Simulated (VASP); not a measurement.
## Rh: single point with LDA

Rh:

```
Rh
1.0
     0.00000    1.89785    1.89785
     1.89785    0.00000    1.89785
     1.89785    1.89785    0.00000
Rh
1
Direct
  0.00000 0.00000 0.00000
```

```json
{
 "Program": "VASP 6.6.1",
 "Task": "single point",
 "Functional": "LDA",
 "Potentials or basis": "VASP PAW LDA potentials, release 64 (Rh_sv_GW)",
 "Cutoff": "620 eV",
 "k mesh": "12 × 12 × 12",
 "Occupations": "fermi-dirac, width 0.05 eV",
 "Spin": "no spin polarisation"
}
```

| Item | Value |
| --- | --- |
| Pressure | -9.5 GPa |
| Band gap on the k mesh | zero (an odd number of electrons rules out a gap without spin polarisation) |

Levels at points of the mesh, in eV from the Fermi level:
```csv
k point,band 6,band 7,band 8,band 9,band 10,band 11
"(0.00, 0.00, 0.00)",-3.16,-3.16,-3.16,-1.02,-1.02,15.74
"(0.50, 0.00, 0.00)",-3.23,-3.23,0.56,0.56,0.67,8.63
"(0.50, 0.50, 0.00)",-6.06,0.55,0.98,0.98,3.20,12.29
```

Wall time 14 s on 1 thread of AMD EPYC 7R13 Processor (Zen 3), with other jobs on the host, peak memory 0.12 GiB.

Caveat: the cell stands under tension.
